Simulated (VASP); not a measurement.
# ReS (F-43m) in VASP: a series of runs, part 2 of 2

VASP 6.6.1. Earlier steps stand in the parts before.

### 3 Relaxation of cell and atoms, PBEsol

This run uses another cell than the first one, of 15.91 Å³/atom, 0.914 times its volume.

INCAR reads:

```
PREC = Accurate
ENCUT = 500
EDIFF = 1E-7
ISMEAR = 0
SIGMA = 0.1
LREAL = F
LASPH = T
NELM = 120
ALGO = Normal
ISIF = 3
LWAVE = F
LCHARG = F
GGA = PS
IBRION = 2
NSW = 100
EDIFFG = -0.05
GGA_COMPAT = F
NELMIN = 4
```

KPOINTS reads:

```
regular mesh
0
Gamma
  8 8 8
```

POSCAR reads:

```
ReS
1.0
    0.0000000000      2.5152718246      2.5152718246
    2.5152718246      0.0000000000      2.5152718246
    2.5152718246      2.5152718246      0.0000000000
Re S
1 1
Direct
    0.0000000000      0.0000000000      0.0000000000
    0.2500000000      0.2500000000      0.2500000000
```

Potentials or basis: VASP PAW PBE potentials, release 64 (Re_sv_GW, S).

On the command line:

```bash
$ cat potpaw_PBE.64/Re_sv_GW/POTCAR potpaw_PBE.64/S/POTCAR > POTCAR
$ mpirun -np 1 vasp_std > vasp.out
```

OUTCAR:

```text
PREC = Accurate
   ENCUT = 500
   EDIFF = 1E-7
   ISMEAR = 0
   LREAL = F
   LASPH = T
   NELM = 120
   ISIF = 3
   GGA = PS
   IBRION = 2
   NSW = 100
   EDIFFG = -0.05
   NELMIN = 4

 ion  position               nearest neighbor table
   1  0.000  0.000  0.000-   2 2.18   2 2.18   2 2.18   2 2.18
   2  0.250  0.250  0.250-   1 2.18   1 2.18   1 2.18   1 2.18

  LATTYP: Found a face centered cubic cell.
 ALAT       =     5.0305436492

  Lattice vectors:

 A1 = (   0.0000000000,   2.5152718246,   2.5152718246)
 A2 = (   2.5152718246,   0.0000000000,   2.5152718246)
 A3 = (   2.5152718246,   2.5152718246,   0.0000000000)

Analysis of symmetry for initial positions (statically):
=====================================================================
 Subroutine PRICEL returns:
[... 305 lines left out ...]
      6       2.3956      2.00000
      7       2.3956      2.00000
      8       2.3956      2.00000
      9       7.5862      2.00000
     10       7.5862      2.00000
     11      10.0675      0.00000
     12      13.7370      0.00000
     13      13.7370      0.00000
     14      13.7370      0.00000
[... 377 lines left out ...]
      1     -70.8398      2.00000
      2     -32.8475      2.00000
      3     -32.8069      2.00000
      4     -32.7933      2.00000
      5      -5.8191      2.00000
      6       1.9975      2.00000
      7       2.5322      2.00000
      8       3.3589      2.00000
      9       6.8600      2.00000
     10       7.7695      2.00000
     11       8.4825      1.99999
     12      11.0340      0.00000
     13      11.4334      0.00000
     14      14.4178      0.00000

 [... further k-points ...]

------------------------ aborting loop because EDIFF is reached ----------------------------------------

  FORCE on cell =-STRESS in cart. coord.  units (eV):
  Direction    XX          YY          ZZ          XY          YZ          ZX
  --------------------------------------------------------------------------------------
  -------------------------------------------------------------------------------------
  Total       -0.0316831     -0.0316831     -0.0316831     -0.0000000      0.0000000      0.0000000
  in kB       -1.4647657     -1.4647657     -1.4647657     -0.0000000      0.0000000      0.0000000
  external PRESSURE =      -1.4647657 kB  Pullay stress =       0.0000000 kB
[... 17 lines left out ...]
  FREE ENERGIE OF THE ION-ELECTRON SYSTEM (eV)
  ---------------------------------------------------
  free  energy   TOTEN  =       -18.8070780461 eV

  energy  without entropy=      -18.7941167318  energy(sigma->0) =      -18.80059739

 reached required accuracy - stopping structural energy minimisation
```

OSZICAR:

```text
N       E                     dE             d eps       ncg     rms          rms(c)
DAV:   1     0.143782335353E+03    0.14378E+03   -0.12255E+04   836   0.138E+03
DAV:   2    -0.144906827421E+02   -0.15827E+03   -0.15615E+03  1046   0.354E+02
DAV:   3    -0.199843927176E+02   -0.54937E+01   -0.54221E+01  1070   0.679E+01
DAV:   4    -0.200235585770E+02   -0.39166E-01   -0.39157E-01   968   0.628E+00
[... 53 lines left out ...]
DAV:   6    -0.188070667511E+02   -0.35370E-04   -0.34652E-05  1046   0.403E-02    0.680E-01
DAV:   7    -0.188070775107E+02   -0.10760E-04   -0.15323E-05   926   0.294E-02    0.673E-01
DAV:   8    -0.188070777708E+02   -0.26012E-06   -0.16559E-06   902   0.108E-02    0.427E-01
DAV:   9    -0.188070779849E+02   -0.21411E-06   -0.29219E-07   824   0.478E-03    0.223E-01
DAV:  10    -0.188070780461E+02   -0.61173E-07   -0.12097E-07   430   0.259E-03
   4 F= -.18807078E+02 E0= -.18800597E+02  d E =-.164421E+00
```

CONTCAR:

```text
ReS
   1.00000000000000
    -0.0000000000000000    2.5876973317262473    2.5876973317262473
     2.5876973317262473   -0.0000000000000000    2.5876973317262473
     2.5876973317262473    2.5876973317262473    0.0000000000000000
  Re              S
     1     1
Direct
     0.0000000000000000    0.0000000000000000    0.0000000000000000
     0.2500000000000000    0.2500000000000000    0.2500000000000000

  0.00000000E+00  0.00000000E+00  0.00000000E+00
  0.00000000E+00  0.00000000E+00  0.00000000E+00
```

It used 110 s of CPU time on 1 thread of AMD EPYC 7R13 Processor (Zen 3), with other jobs on the host.

Results:

```
Free energy                            : -18.8071 eV
Relaxed volume                         : 17.33 Å³/atom
Relaxed cell                           : a = 3.660 Å, b = 3.660 Å, c = 3.660 Å, α = 60.00°, β = 60.00°, γ = 60.00°
Space group after relaxing (to 0.05 Å) : F-43m (No. 216)
Energy gained by relaxing              : 82.2 meV/atom
Ionic steps                            : 4
Pressure after relaxing                : -0.1 GPa
```

Step by step:
```
step  energy change (eV)  largest force (eV/Å)  pressure (GPa)  volume (Å³)
   1              0.0000                0.0000           20.34        31.83
   2              0.5133                0.0000          -24.15        42.07
   3             -0.1637                0.0000           -1.15        34.84
   4             -0.1644                0.0000           -0.15        34.66
```

Final structure:
```
Re S
1.0
     0.00000    2.58770    2.58770
     2.58770    0.00000    2.58770
     2.58770    2.58770    0.00000
Re S
1 1
Direct
  0.00000 0.00000 0.00000
  0.25000 0.25000 0.25000
```

Caveat: the PAW data sets were made with another functional, which shifts forces and pressure a little; spin-orbit coupling is left out, which moves the levels of the heavy elements.

### 4 Single point, PBEsol

INCAR reads:

```
  PREC = Accurate
  ENCUT = 500
  EDIFF = 1E-6
  ISMEAR = 0
  SIGMA = 0.1
  LREAL = False
  LASPH = True
  NELM = 120
  ALGO = Normal
  ISIF = 2
  LWAVE = False
  LCHARG = True
  GGA = PS
  LELF = True
  LVHAR = True
  NBANDS = 18
  GGA_COMPAT = False
```

KPOINTS is that of step 3.

POSCAR reads:

```
ReS
1.0
    0.0000000000      2.5924649105      2.5924649105
    2.5924649105      0.0000000000      2.5924649105
    2.5924649105      2.5924649105      0.0000000000
Re S
1 1
Direct
    0.0000000000      0.0000000000      0.0000000000
    0.2500000000      0.2500000000      0.2500000000
```

Potentials or basis: VASP PAW PBE potentials, release 64 (Re_sv_GW, S).

On the command line:

```bash
$ cat potpaw_PBE.64/Re_sv_GW/POTCAR potpaw_PBE.64/S/POTCAR > POTCAR
$ mpirun -np 1 vasp_std > vasp.out
```

OUTCAR:

```text
PREC = Accurate
   ENCUT = 500
   EDIFF = 1E-6
   ISMEAR = 0
   LREAL = False
   LASPH = True
   NELM = 120
   ISIF = 2
   GGA = PS

 ion  position               nearest neighbor table
   1  0.000  0.000  0.000-   2 2.25   2 2.25   2 2.25   2 2.25
   2  0.250  0.250  0.250-   1 2.25   1 2.25   1 2.25   1 2.25

  LATTYP: Found a face centered cubic cell.
 ALAT       =     5.1849298210

  Lattice vectors:

 A1 = (   0.0000000000,   2.5924649105,   2.5924649105)
[... 689 lines left out ...]

------------------------ aborting loop because EDIFF is reached ----------------------------------------

  FORCE on cell =-STRESS in cart. coord.  units (eV):
  Direction    XX          YY          ZZ          XY          YZ          ZX
  --------------------------------------------------------------------------------------
  -------------------------------------------------------------------------------------
  Total       -0.2518877     -0.2518877     -0.2518877     -0.0000000     -0.0000000      0.0000000
  in kB      -11.5810770    -11.5810770    -11.5810770     -0.0000000     -0.0000000      0.0000000
  external PRESSURE =     -11.5810770 kB  Pullay stress =       0.0000000 kB

 VOLUME and BASIS-vectors are now :
 -----------------------------------------------------------------------------
  energy-cutoff  :      500.00
  volume of cell :       34.85
      direct lattice vectors                 reciprocal lattice vectors
     0.000000000  2.592464910  2.592464910    -0.192866641  0.192866641  0.192866641
     2.592464910  0.000000000  2.592464910     0.192866641 -0.192866641  0.192866641
     2.592464910  2.592464910  0.000000000     0.192866641  0.192866641 -0.192866641

 POSITION                                       TOTAL-FORCE (eV/Angst)
 -----------------------------------------------------------------------------------
      0.00000      0.00000      0.00000         0.000000      0.000000      0.000000
      1.29623      1.29623      1.29623        -0.000000     -0.000000     -0.000000
 -----------------------------------------------------------------------------------
    total drift:                                0.000000      0.000000      0.000000

  FREE ENERGIE OF THE ION-ELECTRON SYSTEM (eV)
  ---------------------------------------------------
  free  energy   TOTEN  =       -18.8284909483 eV

  energy  without entropy=      -18.8154746805  energy(sigma->0) =      -18.82198281
```

Wall time 17 s (1 thread of Intel Xeon Platinum 8259CL at 2.50GHz (Skylake/Cascade Lake), shared host); peak memory 0.17 GiB.

What came out:

```yaml
Free_energy: -18.8285 eV
Pressure: -1.2 GPa
```

Caveat: the PAW data sets were made with another functional, which shifts forces and pressure a little; spin-orbit coupling is left out, which moves the levels of the heavy elements.

### 5 Single point, PBEsol

INCAR reads:

```
SYSTEM = ReS
PREC = Accurate ; ENCUT = 500
EDIFF = 1E-6 ; ISMEAR = 0
SIGMA = 0.1 ; LREAL = .False.
LASPH = .True. ; NELM = 120
ALGO = Normal ; ISIF = 2
LWAVE = .False. ; LCHARG = .False.
GGA = PS ; NBANDS = 18
GGA_COMPAT = .False.
```

KPOINTS reads:

```
regular mesh
0
Gamma
  14 14 14
  0 0 0
```

POSCAR reads:

```
ReS
1.0
    0.0000000000      2.5920438570      2.5920438570
    2.5920438570      0.0000000000      2.5920438570
    2.5920438570      2.5920438570      0.0000000000
Re S
1 1
Direct
    0.0000000000      0.0000000000      0.0000000000
    0.2500000000      0.2500000000      0.2500000000
```

Potentials or basis: VASP PAW PBE potentials, release 64 (Re_sv_GW, S).

On the command line:

```bash
$ cat potpaw_PBE.64/Re_sv_GW/POTCAR potpaw_PBE.64/S/POTCAR > POTCAR
$ mpirun -np 1 vasp_std > vasp.out
```

OUTCAR:

```text
SYSTEM = ReS
   PREC = Accurate
   ENCUT = 500
   EDIFF = 1E-6
   ISMEAR = 0
   LREAL = .False.
   LASPH = .True.
   NELM = 120
   ISIF = 2
   GGA = PS

 ion  position               nearest neighbor table
   1  0.000  0.000  0.000-   2 2.24   2 2.24   2 2.24   2 2.24
   2  0.250  0.250  0.250-   1 2.24   1 2.24   1 2.24   1 2.24

  LATTYP: Found a face centered cubic cell.
 ALAT       =     5.1840877140

  Lattice vectors:

 A1 = (   0.0000000000,   2.5920438570,   2.5920438570)
[... 689 lines left out ...]

------------------------ aborting loop because EDIFF is reached ----------------------------------------

  FORCE on cell =-STRESS in cart. coord.  units (eV):
  Direction    XX          YY          ZZ          XY          YZ          ZX
  --------------------------------------------------------------------------------------
  -------------------------------------------------------------------------------------
  Total       -0.1933870     -0.1933870     -0.1933870     -0.0000000      0.0000000      0.0000000
  in kB       -8.8957164     -8.8957164     -8.8957164     -0.0000000      0.0000000      0.0000000
  external PRESSURE =      -8.8957164 kB  Pullay stress =       0.0000000 kB

 VOLUME and BASIS-vectors are now :
 -----------------------------------------------------------------------------
  energy-cutoff  :      500.00
  volume of cell :       34.83
      direct lattice vectors                 reciprocal lattice vectors
     0.000000000  2.592043857  2.592043857    -0.192897971  0.192897971  0.192897971
     2.592043857  0.000000000  2.592043857     0.192897971 -0.192897971  0.192897971
     2.592043857  2.592043857  0.000000000     0.192897971  0.192897971 -0.192897971

 POSITION                                       TOTAL-FORCE (eV/Angst)
 -----------------------------------------------------------------------------------
      0.00000      0.00000      0.00000         0.000000      0.000000      0.000000
      1.29602      1.29602      1.29602        -0.000000     -0.000000     -0.000000
 -----------------------------------------------------------------------------------
    total drift:                                0.000000      0.000000      0.000000

  FREE ENERGIE OF THE ION-ELECTRON SYSTEM (eV)
  ---------------------------------------------------
  free  energy   TOTEN  =       -18.8108779644 eV

  energy  without entropy=      -18.7979482264  energy(sigma->0) =      -18.80441310
```

Wall time 1.8 min (1 thread of Intel Xeon Platinum 8259CL at 2.50GHz (Skylake/Cascade Lake), shared host); peak memory 0.2 GiB.

Results:

- Free energy: -18.8109 eV
- Pressure: -0.9 GPa

Caveat: the PAW data sets were made with another functional, which shifts forces and pressure a little; spin-orbit coupling is left out, which moves the levels of the heavy elements.

### 6 Summary

```csv
task,potentials or basis,spin,cell,k mesh,cutoff (eV),second run,gap on the mesh (eV),pressure (GPa)
single point,"VASP PAW PBE potentials, release 64 (Re, S)","collinear, ferromagnetic start","a = 3.666 Å, angles 60.0°, 2 atoms",14 × 14 × 14,520,-,none,2.0
relaxation of cell and atoms,"VASP PAW PBE potentials, release 64 (Re_sv_GW, S)",off,"relaxed from a = 3.557 Å, angles 60.0°, 2 atoms",8 × 8 × 8,500,valence_matched,none,-0.1
single point,"VASP PAW PBE potentials, release 64 (Re_sv_GW, S)",off,"a = 3.666 Å, angles 60.0°, 2 atoms",8 × 8 × 8,500,valence_matched,none,-1.2
single point,"VASP PAW PBE potentials, release 64 (Re_sv_GW, S)",off,"a = 3.666 Å, angles 60.0°, 2 atoms",14 × 14 × 14,500,valence_matched,none,-0.9
```

Alike in all rows: level PBEsol; smearing gaussian 0.1 eV.

Caveats: the PAW data sets were made with another functional, which shifts forces and pressure a little; spin-orbit coupling is left out, which moves the levels of the heavy elements.

Total energies depend on the potentials used, so only differences within one code and one set of settings carry meaning.
